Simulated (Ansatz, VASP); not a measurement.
## Two plane-wave programs on Pd

The input INCAR:

```
ALGO     = Normal         # electronic algorithm
EDIFF    = 1E-6           # SCF threshold, eV
ENCUT    = 520            # plane-wave cutoff, eV
GGA      = RP             # functional
ISIF     = 2              # what is computed and relaxed
ISMEAR   = -1             # smearing method
ISPIN    = 2              # spin polarisation
LASPH    = True           # aspherical terms in the spheres
LCHARG   = True           # write CHGCAR
LELF     = True           # ELF
LMAXMIX  = 4              # l up to which the mixer works
LORBIT   = 11             # projections on sites
LREAL    = False          # projectors in reciprocal space
LVHAR    = True         
LWAVE    = False          # write WAVECAR
MAGMOM   = 0.356          # initial moments
NBANDS   = 15             # bands
NELM     = 150            # most SCF steps
PREC     = Accurate       # precision mode
SIGMA    = 0.05           # smearing width, eV
```

File KPOINTS:

```
k-points
0
Gamma
  22 22 22
```

Contents of POSCAR:

```
Pd
1.0
    0.0000000000      2.0446850710      2.0446850710
    2.0446850710      0.0000000000      2.0446850710
    2.0446850710      2.0446850710      0.0000000000
Pd
1
Direct
    0.0000000000      0.0000000000      0.0000000000
```

Input for Ansatz:

```yaml
crystal:
  lattice:
    - [0.0, 2.0446850711, 2.0446850711]
    - [2.0446850711, 0.0, 2.0446850711]
    - [2.0446850711, 2.0446850711, 0.0]
  atoms:
    - { symbol: Pd, position: [0.0, 0.0, 0.0], spin: 0.356 }
hamiltonian:
  xc: rpbe
  pseudopotentials:
    kind: paw
    azcp:
      Pd: "pseudopotentials/Pd.paw.azcp"
basis:
  ecutwfc: 420
  fft_grid_basis: typed
kpoints:
  mp_grid: { grid: [22, 22, 22], shift: [0, 0, 0] }
magnetization:
  spin_polarized: true
scf:
  occupations: { method: fermi_dirac, width: 0.05 }
output:
  stress: true
```

Alike in both runs: task single point; functional RPBE; k mesh 22 × 22 × 22; occupations fermi-dirac, width 0.05 eV; collinear spin.

|  | VASP | Ansatz |
| --- | --- | --- |
| version | VASP 6.6.1 | Ansatz 0.2.0 |
| potentials or method | VASP PAW PBE potentials, release 64 (Pd), cutoff 520 eV | plane waves (420 eV) with PAW, scalar-relativistic |
| valence electrons in the cell | 10 | 18 |

```csv
,VASP,Ansatz,Ansatz less VASP
pressure (GPa),-9.3,-9.2,+0.14
net moment per atom (μB),0.39,0.39,+0.001
size of the moment on the site where the two differ most (μB),0.40,0.41,+0.009
```

VASP's potentials were made for PBE, not for RPBE. Site moments also hang on the region over which each program counts them. VASP's potentials hold 10 valence electrons a cell and Ansatz's 18, so a difference there can come from the potentials and not from the codes.
